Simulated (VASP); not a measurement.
# Al96SiN95 (a cell with a defect) in VASP: a series of runs

The runs below take Al96SiN95 (a cell with a defect) through single point, with PBE.

Everything below comes from runs of VASP 6.6.1. Logs are shortened: lines on timing, memory, paths and dates and some standing lists are left out, and cuts for length are marked.

## Step 1: The cell of the first run

The cell holds a defect, 192 atoms: a = 12.519 Å, b = 12.519 Å, c = 15.052 Å, α = 90.00°, β = 90.00°, γ = 120.00°.

## Step 2: Single point, PBE

Input file INCAR:

```
SYSTEM = Al96SiN95
ALGO = Normal
EDIFF = 1E-6
ENCUT = 520
GGA = PE
ISIF = 2
ISMEAR = -1
LASPH = .True.
LCHARG = .False.
LREAL = Auto
LUSENCCL = .False.
LWAVE = .False.
NBANDS = 486
NELECT = 766.0
NELM = 80
PREC = Accurate
SIGMA = 0.01
```

Input file KPOINTS:

```
k-points
0
Gamma
  1 1 1
  0 0 0
```

Input file POSCAR:

```
Al96SiN95
1.0
   12.5190278665      0.0000001148      0.0000000000
   -6.2595140327     10.8417961056      0.0000000000
    0.0000000000      0.0000000000     15.0522097600
Al N Si
96 95 1
Direct
    0.1654244409      0.0832360313      0.1668264305
    0.0810146923      0.1662287056      0.3317653722
    0.1666260959      0.0819435157      0.5010825556
    0.0830846470      0.1644948832      0.6683489304
    0.1662903699      0.0820524717      0.8343183122
    0.0816505821      0.1647212056      0.9979852660
[... 184 lines left out ...]
    0.8338325897      0.9165081330      0.7940110533
    0.3397038833      0.4104169557      0.4410343419
```

Potentials or basis: VASP PAW PBE potentials, release 64 (Al, N, Si).

Command:

```console
> cat potpaw_PBE.64/Al/POTCAR potpaw_PBE.64/N/POTCAR potpaw_PBE.64/Si/POTCAR > POTCAR
> mpirun -np 1 vasp_gam > vasp.out
```

OUTCAR:

```text
SYSTEM = Al96SiN95
   EDIFF = 1E-6
   ENCUT = 520
   GGA = PE
   ISIF = 2
   ISMEAR = -1
   LASPH = .True.
   LREAL = Auto
   NELECT = 766.0
   NELM = 80
   PREC = Accurate

 ion  position               nearest neighbor table
   1  0.165  0.083  0.167- 116 1.89  98 1.90 122 1.90  97 1.92   2 3.08  24 3.09  20 3.09  30 3.10
                             6 3.11  91 3.12  26 3.12  19 3.13  25 3.13  73 3.14  31 3.14   7 3.14
   2  0.081  0.166  0.332- 168 1.90  97 1.90 103 1.91 100 1.92   9 3.02   1 3.08  73 3.08  92 3.11
                            74 3.12  26 3.13   8 3.13  75 3.13  20 3.13   3 3.14   7 3.15  32 3.23
   3  0.167  0.082  0.501- 118 1.90 124 1.91 100 1.91  99 1.92  26 3.05   9 3.07  22 3.08  20 3.09
                             4 3.10  93 3.12  21 3.13  28 3.13   2 3.14  33 3.16  27 3.17  75 3.17
   4  0.083  0.164  0.668-  99 1.90 170 1.90 102 1.91 105 1.91   9 3.00  77 3.07   5 3.08  11 3.09
                             3 3.10  94 3.11  22 3.12  76 3.13  75 3.13  28 3.14  34 3.15  10 3.15
   5  0.166  0.082  0.834- 126 1.89 120 1.90 102 1.91 101 1.91  28 3.05   6 3.06   4 3.08  30 3.08
                            24 3.08  22 3.10  95 3.12  23 3.12  29 3.14  77 3.14  11 3.14  35 3.14
   6  0.082  0.165  0.998- 172 1.89 101 1.89  98 1.90 107 1.91   7 2.99   5 3.06  77 3.06  11 3.08
                            96 3.11   1 3.11  73 3.11  24 3.12  78 3.13  30 3.13  36 3.16  12 3.17
   7  0.154  0.328  0.158-  98 1.86 104 1.87 103 1.88 128 1.95  32 2.68  12 2.99   6 2.99  73 3.04
                            79 3.04  36 3.05  13 3.14   1 3.14   8 3.15   2 3.15  31 3.28  37 3.36
   8  0.081  0.416  0.332- 103 1.89 174 1.90 109 1.90 106 1.93  32 3.07  79 3.08  13 3.10  15 3.10
                            81 3.11  74 3.11  80 3.12   9 3.12  14 3.12   2 3.13   7 3.15  38 3.17
   9  0.143  0.315  0.502- 100 1.85 106 1.89 105 1.91 192 2.32  75 2.92  81 2.97   4 3.00   2 3.02
[... 19 lines left out ...]
  19  0.166  0.834  0.167- 116 1.90 110 1.90 139 1.90 115 1.92  24 3.08  44 3.09  20 3.09  14 3.09
                            48 3.09  18 3.10  43 3.12  13 3.12   1 3.13  91 3.13  85 3.13  25 3.13
  20  0.083  0.917  0.334- 186 1.90 115 1.90  97 1.91 118 1.91  93 3.08   3 3.09  19 3.09   1 3.09
                            91 3.09  21 3.10  26 3.12  44 3.12  86 3.12  92 3.13  14 3.13   2 3.13
  21  0.167  0.832  0.500- 118 1.90 141 1.90 112 1.90 117 1.92  16 3.08  14 3.08  44 3.09  22 3.09
                            20 3.10  46 3.10  27 3.11  87 3.12  45 3.12   3 3.13  93 3.13  15 3.14
  22  0.084  0.916  0.667- 188 1.90 117 1.90  99 1.91 120 1.91   3 3.08  23 3.09  95 3.09  93 3.09
                            21 3.09   5 3.10  28 3.11  88 3.11   4 3.12  16 3.12  94 3.13  46 3.13
  23  0.167  0.833  0.834- 120 1.90 143 1.90 114 1.90 119 1.91  18 3.08  46 3.08  22 3.09  48 3.09
                            24 3.10  16 3.10   5 3.12  17 3.12  89 3.12  95 3.13  29 3.13  47 3.13
  24  0.083  0.916  0.000- 119 1.90 190 1.90 101 1.90 116 1.91   5 3.08  19 3.08  91 3.09   1 3.09
                            95 3.09  23 3.10   6 3.12  18 3.12  90 3.12  48 3.13  30 3.13  96 3.13
  25  0.416  0.084  0.167- 139 1.90 145 1.90 122 1.91 121 1.91  44 3.08  50 3.09  54 3.09  30 3.10
                            48 3.10  31 3.10  43 3.11  55 3.13  26 3.13  49 3.13  19 3.13   1 3.13
  26  0.331  0.167  0.336-  97 1.90 121 1.90 124 1.91 127 1.94   3 3.05  20 3.12   1 3.12  44 3.12
                            27 3.13  25 3.13   2 3.13  50 3.14  31 3.15  33 3.15  56 3.16
  27  0.418  0.079  0.502- 124 1.88 141 1.88 147 1.90 123 1.91  33 2.93  45 3.04  46 3.06  44 3.07
                            52 3.09  51 3.09  50 3.09  21 3.11  26 3.13  28 3.14   3 3.17  57 3.18
  28  0.333  0.162  0.671- 129 1.89 126 1.90 123 1.90  99 1.90  33 2.93  29 3.04   5 3.05  35 3.07
[... 398 lines left out ...]
   LHFCALC =     F    Hartree Fock is set to
   AEXX    =    0.0000 exact exchange contribution
   IVDW    =     0    specifies the selected vdW correction
   LEPSILON=     F    determine dielectric tensor
   LRPA    =     F    only Hartree local field effects (RPA)
 non-spin polarized calculation
  energy-cutoff  :      520.00
  volume of cell :     2043.02
 maximum number of plane-waves:     27553
 NGX is ok and might be reduce to    96
   NGX = 47   NGY = 47   NGZ = 55

 number of electron     765.9999982 magnetization

 Free energy of the ion-electron system (eV)
  ---------------------------------------------------
  ext. energy  EPLUGINS =         0.00000000
  ---------------------------------------------------
  free energy    TOTEN  =     -1423.97741540 eV

  energy without entropy =    -1423.97741540  energy(sigma->0) =    -1423.97741540

 E-fermi :   7.6255     XC(G=0): -10.8345

 val. band max:        7.4143317396   @ k =   0.0000   0.0000   0.0000
 cond. band min:       7.8370904857   @ k =   0.0000   0.0000   0.0000
 fundamental gap:      0.4227587460
 Fermi energy:         7.6255268265

 k-point     1 :       0.0000    0.0000    0.0000
  band No.  band energies     occupation
      1      -9.0723      2.00000
      2      -8.7181      2.00000
      3      -8.6358      2.00000
      4      -8.3929      2.00000
      5      -8.3703      2.00000
      6      -8.3583      2.00000
[... 387 lines left out ...]
    394      11.5197      0.00000
    395      11.5333      0.00000
 [bands above 395 left out]

------------------------ aborting loop because EDIFF is reached ----------------------------------------

  FORCE on cell =-STRESS in cart. coord.  units (eV):
  Direction    XX          YY          ZZ          XY          YZ          ZX
  --------------------------------------------------------------------------------------
  -------------------------------------------------------------------------------------
  Total        9.9948152     13.1694073     -3.4704919      2.8284098     -3.9229800      6.7468334
  in kB        7.8381441     10.3277260     -2.7216327      2.2180984     -3.0764833      5.2910085
  external PRESSURE =       5.1480791 kB  Pullay stress =       0.0000000 kB

 VOLUME and BASIS-vectors are now :
 -----------------------------------------------------------------------------
  energy-cutoff  :      520.00
  volume of cell :     2043.02
      direct lattice vectors                 reciprocal lattice vectors
    12.519027867  0.000000115  0.000000000     0.079878406  0.046117820 -0.000000000
    -6.259514033 10.841796106  0.000000000    -0.000000001  0.092235639  0.000000000
     0.000000000  0.000000000 15.052209760     0.000000000 -0.000000000  0.066435428

 POSITION                                       TOTAL-FORCE (eV/Angst)
 -----------------------------------------------------------------------------------
      1.54994      0.90243      2.51111        -0.008793      0.005824     -0.003281
     -0.02629      1.80222      4.99380        -0.006650     -0.017492     -0.002883
      1.57307      0.88841      7.54240        -0.011704     -0.009219     -0.007064
      0.01048      1.78342     10.06013         0.005986      0.002000      0.007662
      1.56819      0.88960     12.55833         0.001509      0.002618      0.000728
     -0.00889      1.78587     15.02188        -0.002910      0.007571      0.010947
[... 184 lines left out ...]
      4.70188      9.93659     11.95162        -0.001066     -0.002527     -0.003065
      1.68375      4.44966      6.63854        -0.002414      0.012934     -0.005953
 -----------------------------------------------------------------------------------
    total drift:                               -0.017385      0.035370     -0.023765

  FREE ENERGIE OF THE ION-ELECTRON SYSTEM (eV)
  ---------------------------------------------------
  free  energy   TOTEN  =     -1423.9774153979 eV

  energy  without entropy=    -1423.9774153973  energy(sigma->0) =    -1423.97741540
```

OSZICAR:

```text
N       E                     dE             d eps       ncg     rms          rms(c)
DAV:   1     0.556734515221E+04    0.55673E+04   -0.40905E+05   980   0.152E+03
DAV:   2    -0.101604505823E+04   -0.65834E+04   -0.62746E+04  1250   0.331E+02
DAV:   3    -0.163244931204E+04   -0.61640E+03   -0.61115E+03  1128   0.106E+02
DAV:   4    -0.164718517027E+04   -0.14736E+02   -0.14648E+02  1152   0.179E+01
DAV:   5    -0.164748791184E+04   -0.30274E+00   -0.30230E+00  1128   0.255E+00    0.834E+01
DAV:   6    -0.142418499672E+04    0.22330E+03   -0.10105E+03  1088   0.373E+01    0.297E+01
DAV:   7    -0.142454714896E+04   -0.36215E+00   -0.27294E+01  1096   0.684E+00    0.201E+01
DAV:   8    -0.142398606158E+04    0.56109E+00   -0.22605E+00  1120   0.279E+00    0.362E+00
DAV:   9    -0.142395155434E+04    0.34507E-01   -0.49280E-01  1152   0.100E+00    0.152E+00
DAV:  10    -0.142396758356E+04   -0.16029E-01   -0.14307E-01  1112   0.511E-01    0.851E-01
DAV:  11    -0.142397506932E+04   -0.74858E-02   -0.17290E-02  1056   0.234E-01    0.355E-01
DAV:  12    -0.142397719466E+04   -0.21253E-02   -0.67134E-03  1104   0.135E-01    0.144E-01
DAV:  13    -0.142397741246E+04   -0.21780E-03   -0.14888E-03  1120   0.640E-02    0.619E-02
DAV:  14    -0.142397741075E+04    0.17150E-05   -0.15809E-04  1112   0.245E-02    0.398E-02
DAV:  15    -0.142397741193E+04   -0.11753E-05   -0.88085E-05  1112   0.135E-02    0.156E-02
DAV:  16    -0.142397741497E+04   -0.30414E-05   -0.19167E-05  1112   0.620E-03    0.718E-03
DAV:  17    -0.142397741540E+04   -0.43147E-06   -0.18311E-06   704   0.230E-03
   1 F= -.14239774E+04 E0= -.14239774E+04  d E =-.585072E-09
```

stdout:

```text
Offloading initialized ...    1 GPUs detected
 POSCAR found type information on POSCAR AlN Si
 POSCAR found :  3 types and     192 ions
 scaLAPACK will be used selectively (only on CPU)
 LDA part: xc-table for (Slater+PW92), standard interpolation
 POSCAR, INCAR and KPOINTS ok, starting setup
 FFT: planning ... GRIDC
 FFT: planning ... GRID_SOFT
 FFT: planning ... GRID
 WAVECAR not read
 entering main loop
 the old and the new charge density differ
 old charge density:   767.00000 new  766.00000
    0.834E+01
```

Run time: 3.4 min. Hardware: 1 × NVIDIA H100 80GB with 1 thread of AMD EPYC 7R13 (Zen 3), shared host; peak memory 2.2 GiB.

Results:

```yaml
Free_energy: -1423.9774 eV
Largest_force: 0.039 eV/Å
```

Caveat: the k points lie up to 0.58 Å⁻¹ apart; the cell carries a net charge on a neutralising background, which shifts energy and pressure; the cell is charged against a uniform background, so pressure and absolute levels hang on convention.

## Step 3: Single point, PBE

Input file INCAR:

```
SYSTEM = Al96SiN95
PREC = Accurate
ENCUT = 520
EDIFF = 1E-7
ISMEAR = -1
SIGMA = 0.01
LREAL = Auto
LASPH = .True.
NELM = 60
ALGO = Normal
ISIF = 2
LWAVE = .False.
LCHARG = .False.
GGA = PE
NELECT = 766.0
NBANDS = 486
LUSENCCL = .False.
```

Input file KPOINTS:

```
regular mesh
0
Gamma
  1 1 1
  0 0 0
```

Changes to POSCAR since step 2:

```diff
@@ -2,5 +2,5 @@
 1.0
-   12.5190278665      0.0000001148      0.0000000000
-   -6.2595140327     10.8417961056      0.0000000000
-    0.0000000000      0.0000000000     15.0522097600
+   12.5190278652      0.0000001155      0.0000000000
+   -6.2595140326     10.8417961042      0.0000000000
+    0.0000000000      0.0000000000     15.0522097602
 Al N Si
```

Potentials or basis: VASP PAW PBE potentials, release 64 (Al, N, Si).

Command:

```console
> cat potpaw_PBE.64/Al/POTCAR potpaw_PBE.64/N/POTCAR potpaw_PBE.64/Si/POTCAR > POTCAR
> mpirun -np 1 vasp_gam > vasp.out
```

Wall time 4.3 min (1 × NVIDIA H100 80GB with 1 thread of AMD EPYC 7R13 (Zen 3), shared host); peak memory 2.2 GiB.

The run converged. Its results:

| Item | Value |
| --- | --- |
| Free energy | -1423.9774 eV |
| Largest force | 0.039 eV/Å |

Levels at points of the mesh, in eV from the Fermi level:
| k point | band 381 | band 382 | band 383 | band 384 | band 385 | band 386 |
| --- | --- | --- | --- | --- | --- | --- |
| (0.00, 0.00, 0.00) | -1.62 | -0.30 | -0.21 | 0.21 | 2.45 | 3.14 |

Caveat: the k points lie up to 0.58 Å⁻¹ apart; the cell carries a net charge on a neutralising background, which shifts energy and pressure; the cell is charged against a uniform background, so pressure and absolute levels hang on convention.

(Part 1 of 2 ends here.)
